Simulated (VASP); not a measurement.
A run of VASP 6.6.1 is set up as follows.

INCAR

```
PREC     = Accurate       # precision mode
ENCUT    = 520            # plane-wave cutoff, eV
EDIFF    = 1E-6           # SCF threshold, eV
ISMEAR   = 0              # smearing method
SIGMA    = 0.1            # smearing width, eV
LREAL    = Auto         
LASPH    = True           # aspherical terms in the spheres
NELM     = 100            # most SCF steps
ALGO     = Normal         # electronic algorithm
ISIF     = 2              # what is computed and relaxed
LWAVE    = False          # write WAVECAR
LCHARG   = False          # write CHGCAR
GGA      = PE             # functional
NBANDS   = 95             # bands
```

File KPOINTS:

```
regular mesh
0
Gamma
  2 4 4
```

The input POSCAR:

```
Hf6Al2O15
1.0
   10.5378872611      0.0000000000      0.0000000000
    0.0000000000      5.0432916783      0.0180969540
    0.0000000000      0.0180969540      5.0432916783
Al Hf O
2 6 15
Direct
   -0.0322807938     -0.0503938692      0.0503938692
   -0.0322807938      0.5503938692      0.4496061308
    0.5023113863     -0.0045775672      0.0045775672
    0.5023113863      0.5045775672      0.4954224328
    0.2465250252     -0.0135815420      0.4864184580
    0.7559755737      0.0132299568      0.5132299568
    0.2465250252      0.5135815420      0.0135815420
    0.7559755737      0.4867700432     -0.0132299568
    0.6003395748      0.2500000000      0.7500000000
    0.1564564419      0.7500000000      0.7500000000
    0.6594730451      0.7500000000      0.7500000000
    0.0808587968      0.7500000000      0.2500000000
    0.5980381420      0.7500000000      0.2500000000
    0.1564564419      0.2500000000      0.2500000000
    0.6594730451      0.2500000000      0.2500000000
    0.4093381034      0.2500000000      0.2500000000
    0.9111339032      0.2500000000      0.2500000000
    0.3514025425      0.7500000000      0.2500000000
    0.8439717399      0.7500000000      0.2500000000
    0.4093381034      0.7500000000      0.7500000000
    0.9111339032      0.7500000000      0.7500000000
    0.3211215671      0.2500000000      0.7500000000
    0.8614022667      0.2500000000      0.7500000000
```

Potentials or basis: VASP PAW PBE potentials, release 64 (Al, Hf_pv, O).

Command:

```bash
$ cat potpaw_PBE.64/Al/POTCAR potpaw_PBE.64/Hf_pv/POTCAR potpaw_PBE.64/O/POTCAR > POTCAR
$ mpirun -np 1 vasp_std > vasp.out
```

Q: Estimate the band gap on the k mesh.

A: 3.21 eV, indirect (least direct gap 3.26 eV).

Q: Predict the pressure.

A: -2.2 GPa.

Q: Predict the largest force.

A: 0.152 eV/Å.

Forces on the atoms (eV/Å):
```
Al  -0.053 -0.001  0.001
Al  -0.053  0.001 -0.001
Hf   0.028 -0.027  0.027
Hf   0.028  0.027 -0.027
Hf   0.058 -0.008 -0.008
Hf  -0.017 -0.020 -0.020
Hf   0.058  0.008  0.008
Hf  -0.017  0.020  0.020
O   -0.026  0.000  0.000
O    0.127  0.000  0.000
O    0.040  0.000  0.000
O    0.141  0.000  0.000
O   -0.087  0.000  0.000
O    0.127  0.000  0.000
O    0.040  0.000  0.000
O    0.052  0.000  0.000
O   -0.061  0.000  0.000
O   -0.044  0.000  0.000
O   -0.112  0.000  0.000
O    0.052  0.000  0.000
O   -0.061  0.000  0.000
O   -0.067  0.000  0.000
O   -0.152  0.000  0.000
```

Caveat: spin-orbit coupling is left out, which moves the levels of the heavy elements. A k mesh can miss the band edges.
